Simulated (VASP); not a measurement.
# SnO2 (an interface model): single point with PBEsol

Crystal: SnO2 (an interface model).

```
Sn O
1.0
     4.59141    0.00000    0.00000
     0.00000    4.59141    0.00000
     0.00000    0.00000    3.30183
Sn O
2 4
Direct
  0.00000 0.00000 0.00000
  0.50000 0.50000 0.50000
  0.30627 0.30627 0.00000
  0.69373 0.69373 0.00000
  0.19373 0.80627 0.50000
  0.80627 0.19373 0.50000
```

- Program: VASP 6.6.1
- Task: single point
- Functional: PBEsol
- Potentials or basis: VASP PAW PBE potentials, release 64 (Sn_d, O)
- Cutoff: 520 eV
- k mesh: 5 × 5 × 4
- Occupations: fermi-dirac, width 0.05 eV
- Spin: no spin polarisation
- Dipole correction: no
- Further INCAR settings: ALGO = Normal; EDIFF = 1e-06; NBANDS = 35

The pressure is 9.4 GPa and the largest force is 0.208 eV/Å. The band gap on the k mesh is 1.30 eV, direct.

Forces on the atoms (eV/Å):
```
Sn   0.000  0.000  0.000
Sn   0.000  0.000  0.000
O    0.147  0.147  0.000
O   -0.147 -0.147  0.000
O   -0.147  0.147  0.000
O    0.147 -0.147  0.000
```

Stress tensor (GPa, compression positive):
```
13.24  0.00  0.00
 0.00 13.24  0.00
 0.00  0.00  1.57
```

Levels at points of the mesh, in eV from the valence-band top:
```tsv
k point	band 22	band 23	band 24	band 25	band 26	band 27	band 28	band 29	band 30	band 31
(0.00, 0.00, 0.00)	-1.35	-1.35	-0.72	-0.72	0.00	1.30	5.70	5.86	5.86	9.88
(0.00, 0.00, 0.50)	-2.61	-1.77	-1.77	-1.26	-1.26	6.34	6.34	9.93	9.93	9.99
```

It took 92 s on 1 thread of Intel Xeon 8259CL (shared host), peak memory 0.19 GiB.

Caveat: the k points lie up to 0.48 Å⁻¹ apart; the PAW data sets were made with another functional, which shifts forces and pressure a little; spin-orbit coupling is left out, which moves the levels of the heavy elements.
